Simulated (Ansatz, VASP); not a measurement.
**HfO2 in VASP and in Ansatz**

The input INCAR:

```
  PREC = Accurate
  ENCUT = 520
  EDIFF = 1E-7
  ISMEAR = -1
  SIGMA = 0.02
  LREAL = F
  LASPH = T
  NELM = 80
  ALGO = Normal
  ISIF = 2
  LWAVE = F
  LCHARG = T
  GGA = PE
  LELF = T
  LVHAR = T
  NBANDS = 18
```

The input KPOINTS:

```
regular mesh
0
Gamma
  8 8 8
```

The input POSCAR:

```
HfO2
1.0
    0.0000000000      2.4659527604      2.5539270269
    2.4659527604      0.0000000000      2.5539270269
    2.4659527604      2.4659527604      0.0000000000
Hf O
1 2
Direct
    0.0000000000      0.0000000000      0.0000000000
    0.2500000000      0.2500000000      0.2500000000
    0.7500000000      0.7500000000      0.7500000000
```

Input for Ansatz:

```yaml
crystal:
  lattice:
    - [0.0, 2.4659527604, 2.5539270269]
    - [2.4659527604, 0.0, 2.5539270269]
    - [2.4659527604, 2.4659527604, 0.0]
  atoms:
    - { symbol: Hf, position: [0.0, 0.0, 0.0] }
    - { symbol: O, position: [0.25, 0.25, 0.25] }
    - { symbol: O, position: [0.75, 0.75, 0.75] }
kpoints:
  mp_grid: { grid: [8, 8, 8] }
  band_path:
    path:
      - [0.0, 0.0, 0.0]
      - [0.5, 0.0, 0.5]
      - [0.625, 0.25, 0.625]
      - [0.375, 0.375, 0.75]
      - [0.5, 0.5, 0.5]
      - [0.5, 0.25, 0.75]
    npoints: 1
hamiltonian:
  xc: pbe
scf:
  occupations: { method: fermi_dirac, width: 0.02 }
  n_extra_bands: 4
output:
  forces: true
  stress: true
  eigenvalues: true
```

Change from the starting cell: epitaxial_xy strain -2.5%.

Alike in both runs: task single point; functional PBE; k mesh 8 × 8 × 8; occupations fermi-dirac, width 0.02 eV; no spin polarisation.

|  | VASP | Ansatz |
| --- | --- | --- |
| version | VASP 6.6.1 | Ansatz 0.2.0 |
| potentials or method | VASP PAW PBE potentials, release 64 (Hf_pv, O) | plane waves, PAW |
| plane-wave cutoff (eV) | 520 | 420 |
| valence electrons in the cell | 22 | 38 |

Ansatz gave:

```
gap on the k mesh at the Fermi level (eV)                     : 3.57
pressure (GPa)                                                : 18.1
traceless stress, the component that is largest in VASP (GPa) : -11.45
```

Question: Estimate VASP's values.

Answer: gap on the k mesh at the Fermi level (eV): 3.58; pressure (GPa): 13.8; traceless stress, the component that is largest in VASP (GPa): -11.69.

One of these differences is far larger than is usual between the two programs; its cause wasn't traced. With one functional, cell and mesh, what is left measures potentials, basis and numerics. VASP's potentials hold 22 valence electrons a cell and Ansatz's 38, so a difference there can come from the potentials and not from the codes.

Spin-orbit coupling is off throughout.
